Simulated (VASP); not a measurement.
Write the native input for VASP 6.6.1 that does the following.

- Task: single point
- Functional: PBE
- Potentials or basis: VASP PAW PBE potentials, release 64 (Ti_sv)
- Cutoff: 520 eV
- k mesh: 22 × 22 × 22
- Occupations: gaussian, width 0.15 eV
- Spin: no spin polarisation
- Dipole correction: no
- Further INCAR settings: ALGO = Fast; EDIFF = 1e-06; NBANDS = 12

The structure of Ti lies in POSCAR:

```
Ti
1.0
   -1.5896847914      1.5896847914      1.7486532705
    1.5896847914     -1.5896847914      1.7486532705
    1.5896847914      1.5896847914     -1.7486532705
Ti
1
Direct
    0.0000000000      0.0000000000      0.0000000000
```

This cell differs from its parent crystal: ratio of the length along z to the lengths across it x 1.1, volume and fractional coordinates fixed.

These files were run (other wordings do the same):

INCAR

```
SYSTEM = Ti
PREC     = Accurate       ! precision mode
ENCUT    = 520            ! plane-wave cutoff, eV
EDIFF    = 1E-6           ! SCF threshold, eV
ISMEAR   = 0              ! smearing method
SIGMA    = 0.15           ! smearing width, eV
LREAL    = .FALSE.        ! projectors in reciprocal space
LASPH    = .TRUE.         ! aspherical terms in the spheres
NELM     = 100            ! most SCF steps
ALGO     = Fast           ! electronic algorithm
ISIF     = 2              ! what is computed and relaxed
LWAVE    = .FALSE.        ! write WAVECAR
LCHARG   = .FALSE.        ! write CHGCAR
GGA      = PE             ! functional
NBANDS   = 12             ! bands
```

KPOINTS

```
regular mesh
0
G
  22 22 22
  0 0 0
```

Potentials or basis: VASP PAW PBE potentials, release 64 (Ti_sv).

The run is started by

```sh
$ cat potpaw_PBE.64/Ti_sv/POTCAR > POTCAR
$ mpirun -np 1 vasp_std > vasp.out
```

Results of the run:

```
Pressure               : -2.4 GPa
Band gap on the k mesh : zero (bands 6 and 7 overlap by 1.55 eV)
```

Run time: 2.2 min on 1 thread of Intel(R) Xeon(R) Platinum 8488C (Sapphire Rapids), on a shared host, peak memory 0.28 GiB.
